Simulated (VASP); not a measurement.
# BaTe in VASP: further runs

Runs on BaTe. Level: HSE06. Tasks: single point.

All numbers are computed with VASP 6.6.1; they aren't measurements. Logs are shortened: lines on timing, memory, paths and dates and some standing lists are left out, and cuts for length are marked.

### Step 1. The cell of the first run

It takes space group I4/mmm (No. 139, tetragonal). The conventional cell has a = 4.896 Å, b = 4.896 Å, c = 7.100 Å, α = 90.00°, β = 90.00°, γ = 90.00°. Within 4.6 Å of Ba (site symmetry 4/mmm) lie 6 Te at 3.46 to 3.55 Å. Te (site symmetry 4/mmm) has 6 Ba at 3.46 to 3.55 Å within 4.6 Å.

### Step 2. Single point, HSE06 (epitaxial xy strain -2.0%)

Contents of POSCAR:

```
BaTe
1.0
    0.0000000000      3.4617391083      3.5498812151
    3.4617391083      0.0000000000      3.5498812151
    3.4617391083      3.4617391083      0.0000000000
Ba Te
1 1
Direct
    0.0000000000      0.0000000000      0.0000000000
    0.5000000000      0.5000000000      0.5000000000
```

Contents of INCAR.step1:

```
SYSTEM = BaTe
  PREC = Accurate
  ENCUT = 520
  EDIFF = 1E-5
  ISMEAR = 0
  SIGMA = 0.01
  LREAL = .False.
  LASPH = .True.
  NELM = 60
  ALGO = Normal
  ISIF = 2
  LWAVE = .True.
  LCHARG = .False.
  NBANDS = 15
  GGA = PE
```

Contents of INCAR.step2:

```
SYSTEM = BaTe
  PREC = Accurate
  ENCUT = 520
  EDIFF = 1E-6
  ISMEAR = 0
  SIGMA = 0.01
  LREAL = .False.
  LASPH = .True.
  NELM = 60
  ALGO = Normal
  ISIF = 2
  LWAVE = .False.
  LCHARG = .False.
  GGA = PE
  LHFCALC = .True.
  HFSCREEN = 0.2079
  PRECFOCK = Normal
  NBANDS = 15
  ISTART = 1
```

Contents of KPOINTS:

```
Automatic mesh
0
Gamma
  4 4 4
  0 0 0
```

Potentials or basis: VASP PAW PBE potentials, release 64 (Ba_sv, Te).

The run is started by

```console
cat potpaw_PBE.64/Ba_sv/POTCAR potpaw_PBE.64/Te/POTCAR > POTCAR
cp INCAR.step1 INCAR
mpirun -np 1 vasp_std > vasp.out
cp INCAR.step2 INCAR
mpirun -np 1 vasp_std > vasp.out
```

OUTCAR:

```text
SYSTEM = BaTe
   PREC = Accurate
   ENCUT = 520
   EDIFF = 1E-6
   ISMEAR = 0
   LREAL = .False.
   LASPH = .True.
   NELM = 60
   ISIF = 2
   GGA = PE
   LHFCALC = .True.
   HFSCREEN = 0.2079
   PRECFOCK = Normal
   ISTART = 1

 ion  position               nearest neighbor table
   1  0.000  0.000  0.000-   2 3.46   2 3.46   2 3.46   2 3.46   2 3.55   2 3.55
   2  0.500  0.500  0.500-   1 3.46   1 3.46   1 3.46   1 3.46   1 3.55   1 3.55

  LATTYP: Found a body centered tetragonal cell.
 ALAT       =     4.8956383964
 C/A-ratio  =     1.4502219844

  Lattice vectors:

 A1 = (  -3.4617391083,   0.0000000000,   3.5498812151)
 A2 = (   3.4617391083,   0.0000000000,   3.5498812151)
 A3 = (   0.0000000000,   3.4617391083,  -3.5498812151)

Analysis of symmetry for initial positions (statically):
=====================================================================
 Subroutine PRICEL returns:
 Original cell was already a primitive cell.

 Routine SETGRP: Setting up the symmetry group for a
 body centered tetragonal supercell.

 Subroutine GETGRP returns: Found 16 space group operations
 (whereof 16 operations were pure point group operations)
 out of a pool of 16 trial point group operations.

The static configuration has the point symmetry D_4h.

Analysis of symmetry for dynamics (positions and initial velocities):
=====================================================================
 Subroutine PRICEL returns:
 Original cell was already a primitive cell.

 Routine SETGRP: Setting up the symmetry group for a
 body centered tetragonal supercell.

 Subroutine GETGRP returns: Found 16 space group operations
 (whereof 16 operations were pure point group operations)
 out of a pool of 16 trial point group operations.

The dynamic configuration has the point symmetry D_4h.

 Subroutine INISYM returns: Found 16 space group operations
 (whereof 16 operations are pure point group operations),
 and found     1 'primitive' translations

----------------------------------------------------------------------------------------

                                     Primitive cell

  volume of cell :      85.0810

  direct lattice vectors                    reciprocal lattice vectors
     0.000000000  3.461739108  3.549881215    -0.144436072  0.144436072  0.140849783
     3.461739108  0.000000000  3.549881215     0.144436072 -0.144436072  0.140849783
     3.461739108  3.461739108  0.000000000     0.144436072  0.144436072 -0.140849783

  length of vectors
     4.958356007  4.958356007  4.895638396     0.248117350  0.248117350  0.248117350

  position of ions in fractional coordinates (direct lattice)
     0.000000000  0.000000000  0.000000000
     0.500000000  0.500000000  0.500000000

  ion indices of the primitive-cell ions
   primitive index   ion index
                 1           1
                 2           2

----------------------------------------------------------------------------------------

 KPOINTS: Automatic mesh

Automatic generation of k-mesh.
 Grid dimensions read from file:
 generate k-points for:    4    4    4

 Generating k-lattice:

  Cartesian coordinates                     Fractional coordinates (reciprocal lattice)
    -0.036109018  0.036109018  0.035212446     0.250000000  0.000000000  0.000000000
     0.036109018 -0.036109018  0.035212446     0.000000000  0.250000000  0.000000000
     0.036109018  0.036109018 -0.035212446     0.000000000  0.000000000  0.250000000

  Length of vectors
     0.062029338  0.062029338  0.062029338

  Shift w.r.t. Gamma in fractional coordinates (k-lattice)
     0.000000000  0.000000000  0.000000000

 Subroutine IBZKPT returns following result:
 ===========================================

 Found     13 irreducible k-points:

 Following reciprocal coordinates:
            Coordinates               Weight
  0.000000  0.000000  0.000000      1.000000
  0.250000 -0.000000  0.000000      8.000000
  0.500000 -0.000000  0.000000      4.000000
  0.250000  0.250000  0.000000      2.000000
  0.500000  0.250000  0.000000      8.000000
 -0.250000  0.250000  0.000000      4.000000
  0.500000  0.500000  0.000000      1.000000
  0.250000  0.000000  0.250000      4.000000
  0.500000 -0.000000  0.250000     16.000000
 -0.250000  0.000000  0.250000      8.000000
 -0.250000  0.500000  0.250000      4.000000
  0.500000  0.000000  0.500000      2.000000
 -0.250000  0.250000  0.500000      2.000000
   k-points           NKPTS =     13   k-points in BZ     NKDIM =     64   number of bands    NBANDS=     15
   number of dos      NEDOS =    301   number of ions     NIONS =      2
   total plane-waves  NPLWV =  57600
   dimension x,y,z NGX =    40 NGY =   40 NGZ =   36
   dimension x,y,z NGXF=    80 NGYF=   80 NGZF=   72
   ions per type =               1   1
   NGX,Y,Z   is equivalent  to a cutoff of  13.41, 13.41, 12.22 a.u.
   NGXF,Y,Z  is equivalent  to a cutoff of  26.82, 26.82, 24.45 a.u.
 SYSTEM =  BaTe
   PREC   = accura    normal or accurate (medium, high low for compatibility)
   ISTART =      1    job   : 0-new  1-cont  2-samecut
   ICHARG =      0    charge: 1-file 2-atom 10-const
   ISPIN  =      1    spin polarized calculation?
   LNONCOLLINEAR =      F non collinear calculations
   LSORBIT =      F    spin-orbit coupling
   LASPH  =      T    aspherical Exc in radial PAW
   ENCUT  =  520.0 eV  38.22 Ry    6.18 a.u.   9.22  9.22  9.10*2*pi/ulx,y,z
   NELM   =     60;   NELMIN=  2; NELMDL=  0     # of ELM steps
   EDIFF  = 0.1E-05   stopping-criterion for ELM
   LREAL  =      F    real-space projection
   EDIFFG = 0.1E-04   stopping-criterion for IOM
   NSW    =      0    number of steps for IOM
   IBRION =     -1    ionic relax: 0-MD 1-quasi-New 2-CG
   NFREE  =      0    steps in history (QN), initial steepest desc. (CG)
   ISIF   =      2    stress and relaxation
   ISYM   =      3    0-nonsym 1-usesym 2-fastsym
   POTIM  = 0.5000    time-step for ionic-motion
   TEBEG  =    0.0;   TEEND  =   0.0 temperature during run
   PSTRESS=    0.0 pullay stress
   NELECT =      16.0000    total number of electrons
   NUPDOWN=      -1.0000    fix difference up-down
   EMIN   =  10.00;   EMAX   =-10.00  energy-range for DOS
   EFERMI =   0.00;   METHOD = LEGACY
   ISMEAR =     0;   SIGMA  =   0.01  broadening in eV -4-tet -1-fermi 0-gaus
   EFERMI_NEDOS =   21; number of points for ismear=-14 and -15
   IALGO  =     38    algorithm
   IMIX   =      1    mixing-type and parameters
     AMIX     =   0.40;   BMIX     =  1.00
     AMIX_MAG =   1.60;   BMIX_MAG =  1.00
  volume/ion in A,a.u.               =      42.54       287.08
  Fermi-wavevector in a.u.,A,eV,Ry     =   0.937931  1.772432 11.969231  0.879714
  Thomas-Fermi vector in A             =   2.065091
   LORBIT       =      0    0 simple, 1 ext, 2 COOP (PROOUT), +10 PAW based schemes
   GGA     = PE    functional components
   LHFCALC =     T    Hartree Fock is set to
   PRECFOCK=normal    Normal, Fast or Accurate (Low or Medium for compatibility)
   ENCUT4O =  -1.0   cutoff for four orbital integrals eV
   NKREDX  =     1    reduce k-point grid by
   NKREDY  =     1    reduce k-point grid by
   NKREDZ  =     1    reduce k-point grid by
   AEXX    =    0.2500 exact exchange contribution
   HFSCREEN=    0.2079 screening length (either q_TF or 0.3 A-1)
   HFSCREENC=   0.2079 screening length for correlation (either q_TF or 0.3 A-1)
   ENCUTFOCK=  -1.0 apply spherical cutoff to Coloumb kernel
   IVDW    =     0    specifies the selected vdW correction
   LEPSILON=     F    determine dielectric tensor
   LRPA    =     F    only Hartree local field effects (RPA)
 non-spin polarized calculation
 Gauss-broadening in eV      SIGMA  =   0.01
  energy-cutoff  :      520.00
  volume of cell :       85.08
 maximum number of plane-waves:      2300
 NGX is ok and might be reduce to    40
  NGX = 28; NGY = 28; NGZ = 28

 number of electron      16.0000000 magnetization

 Free energy of the ion-electron system (eV)
  ---------------------------------------------------
  ext. energy  EPLUGINS =         0.00000000
  ---------------------------------------------------
  free energy    TOTEN  =        -9.78220584 eV

  energy without entropy =       -9.78220584  energy(sigma->0) =       -9.78220584

 E-fermi :   1.9314     XC(G=0):  -6.9388

 val. band max:        1.8338877922   @ k =   0.0000   0.0000   0.0000
 cond. band min:       4.0306515012   @ k =   0.5000   0.0000   0.5000
 fundamental gap:      2.1967637090
 Fermi energy:         1.9314375354

 k-point     1 :       0.0000    0.0000    0.0000
  band No.  band energies     occupation
      1     -27.0885      2.00000
      2     -11.1897      2.00000
      3     -11.1897      2.00000
      4     -11.1808      2.00000
      5      -8.6012      2.00000
      6       1.7739      2.00000
      7       1.8339      2.00000
      8       1.8339      2.00000
      9       5.4582      0.00000
     10       5.4677      0.00000
     11       5.6372      0.00000
     12       5.6372      0.00000
     13       6.2064      0.00000
     14       6.2682      0.00000
     15       9.6587      0.00000

 k-point     2 :       0.2500   -0.0000    0.0000
  band No.  band energies     occupation
      1     -27.0805      2.00000
      2     -11.4720      2.00000
      3     -11.1912      2.00000
      4     -11.1899      2.00000
      5      -8.1369      2.00000
      6       0.3606      2.00000
      7       1.1014      2.00000
      8       1.1082      2.00000
      9       5.7321      0.00000
     10       6.3263      0.00000
     11       6.3882      0.00000
     12       7.4244      0.00000
     13       7.8664      0.00000
     14       7.9409      0.00000
     15      11.1295      0.00000
[... 167 lines left out ...]
      3     -11.2996      2.00000
      4     -11.2727      2.00000
      5      -8.3486      2.00000
      6       0.5830      2.00000
      7       1.3429      2.00000
      8       1.3811      2.00000
      9       4.0307      0.00000
     10       7.1468      0.00000
     11       7.4191      0.00000
     12       8.4856      0.00000
     13       8.5884      0.00000
     14       8.7619      0.00000
     15      10.6180      0.00000

 k-point    13 :      -0.2500    0.2500    0.5000
  band No.  band energies     occupation
      1     -27.0666      2.00000
      2     -11.3675      2.00000
      3     -11.3675      2.00000
      4     -11.3429      2.00000
      5      -8.1445      2.00000
      6       0.4941      2.00000
      7       0.8169      2.00000
      8       0.8169      2.00000
      9       6.0644      0.00000
     10       6.0644      0.00000
     11       7.6637      0.00000
     12       8.0659      0.00000
     13       8.7741      0.00000
     14      10.8171      0.00000
     15      10.8428      0.00000

------------------------ aborting loop because EDIFF is reached ----------------------------------------

  FORCE on cell =-STRESS in cart. coord.  units (eV):
  Direction    XX          YY          ZZ          XY          YZ          ZX
  --------------------------------------------------------------------------------------
  -------------------------------------------------------------------------------------
  Total        0.9450328      0.9450328      0.0112500      0.0000000      0.0000000     -0.0000000
  in kB       17.7961054     17.7961054      0.2118501      0.0000000      0.0000000     -0.0000000
  external PRESSURE =      11.9346870 kB  Pullay stress =       0.0000000 kB

 VOLUME and BASIS-vectors are now :
 -----------------------------------------------------------------------------
  energy-cutoff  :      520.00
  volume of cell :       85.08
      direct lattice vectors                 reciprocal lattice vectors
     0.000000000  3.461739108  3.549881215    -0.144436072  0.144436072  0.140849783
     3.461739108  0.000000000  3.549881215     0.144436072 -0.144436072  0.140849783
     3.461739108  3.461739108  0.000000000     0.144436072  0.144436072 -0.140849783

 POSITION                                       TOTAL-FORCE (eV/Angst)
 -----------------------------------------------------------------------------------
      0.00000      0.00000      0.00000         0.000000      0.000000      0.000000
      3.46174      3.46174      3.54988         0.000000      0.000000     -0.000000
 -----------------------------------------------------------------------------------
    total drift:                               -0.000000      0.000000     -0.000000

  FREE ENERGIE OF THE ION-ELECTRON SYSTEM (eV)
  ---------------------------------------------------
  free  energy   TOTEN  =        -9.7822058428 eV

  energy  without entropy=       -9.7822058428  energy(sigma->0) =       -9.78220584
```

Wall time 13 min (1 thread of Intel Xeon Platinum 8488C (Sapphire Rapids), shared host); peak memory 0.34 GiB.

What came out:

* Free energy: -9.7822 eV
* Pressure: 1.2 GPa
* Band gap on the k mesh: 2.20 eV (least direct gap 2.60 eV)

Levels at points of the mesh, in eV from the valence-band top:
| k point | band 4 | band 5 | band 6 | band 7 | band 8 | band 9 | band 10 | band 11 | band 12 | band 13 |
| --- | --- | --- | --- | --- | --- | --- | --- | --- | --- | --- |
| (0.00, 0.00, 0.00) | -13.01 | -10.44 | -0.06 | 0.00 | 0.00 | 3.62 | 3.63 | 3.80 | 3.80 | 4.37 |
| (0.50, 0.00, 0.00) | -13.02 | -9.54 | -2.45 | -1.24 | -1.22 | 4.91 | 5.75 | 5.90 | 5.97 | 7.76 |
| (0.50, 0.50, 0.00) | -13.11 | -10.19 | -1.36 | -0.41 | -0.41 | 2.20 | 5.32 | 5.54 | 6.58 | 6.87 |
| (0.50, 0.00, 0.50) | -13.11 | -10.18 | -1.25 | -0.49 | -0.45 | 2.20 | 5.31 | 5.59 | 6.65 | 6.75 |

Caveat: the cell differs from its parent crystal (epitaxial xy strain -2.0%); the PAW data sets were made with another functional, which shifts forces and pressure a little; spin-orbit coupling is left out, which moves the levels of the heavy elements. A k mesh can miss the band edges.

### Step 3. Single point, HSE06 (epitaxial 111 strain +1.0%)

Contents of POSCAR:

```
BaTe
1.0
   -0.0474385061      3.5202722075      3.5202722075
    3.5202722075     -0.0474385061      3.5202722075
    3.5202722075      3.5202722075     -0.0474385061
Ba Te
1 1
Direct
    0.0000000000      0.0000000000      0.0000000000
    0.5000000000      0.5000000000      0.5000000000
```

Contents of INCAR.step1:

```
PREC = Accurate ; ENCUT = 520
EDIFF = 1E-5 ; ISMEAR = 0
SIGMA = 0.01 ; LREAL = F
LASPH = T ; NELM = 60
ALGO = Normal ; ISIF = 2
LWAVE = T ; LCHARG = F
GGA = PE ; NBANDS = 15
```

Contents of INCAR.step2:

```
PREC = Accurate ; ENCUT = 520
EDIFF = 1E-6 ; ISMEAR = 0
SIGMA = 0.01 ; LREAL = F
LASPH = T ; NELM = 60
ALGO = Normal ; ISIF = 2
LWAVE = F ; LCHARG = F
GGA = PE ; LHFCALC = T
HFSCREEN = 0.2079 ; PRECFOCK = Normal
ISTART = 1 ; NBANDS = 15
```

Contents of KPOINTS:

```
Automatic mesh
0
Gamma
  4 4 4
```

Potentials or basis: VASP PAW PBE potentials, release 64 (Ba_sv, Te).

The run is started by

```console
cat potpaw_PBE.64/Ba_sv/POTCAR potpaw_PBE.64/Te/POTCAR > POTCAR
cp INCAR.step1 INCAR
mpirun -np 1 vasp_std > vasp.out
cp INCAR.step2 INCAR
mpirun -np 1 vasp_std > vasp.out
```

Run time: 10 min. Hardware: 1 thread of Intel Xeon Platinum 8488C (Sapphire Rapids), shared host; peak memory 0.36 GiB.

It converged, with:

```yaml
Free_energy: -9.7980 eV
Pressure: -0.3 GPa
Band_gap_on_the_k_mesh: 2.27 eV (least direct gap 2.71 eV)
```

Stress tensor (GPa, compression positive):
```
-0.31  0.16  0.16
 0.16 -0.31  0.16
 0.16  0.16 -0.31
```

Levels at points of the mesh, in eV from the valence-band top:
```csv
k point,band 6,band 7,band 8,band 9,band 10,band 11
"(0.00, 0.00, 0.00)",-0.07,-0.07,0.00,3.44,3.70,3.70
"(0.50, 0.00, 0.00)",-2.35,-1.18,-1.10,4.82,5.55,5.71
"(0.50, 0.50, 0.00)",-1.29,-0.50,-0.44,2.27,5.26,5.28
"(0.50, 0.50, 0.50)",-2.33,-1.21,-1.21,4.79,5.64,5.85
```

Caveat: the cell differs from its parent crystal (epitaxial 111 strain +1.0%); the PAW data sets were made with another functional, which shifts forces and pressure a little; spin-orbit coupling is left out, which moves the levels of the heavy elements. A k mesh can miss the band edges.

(Continued in part 2 of 2.)
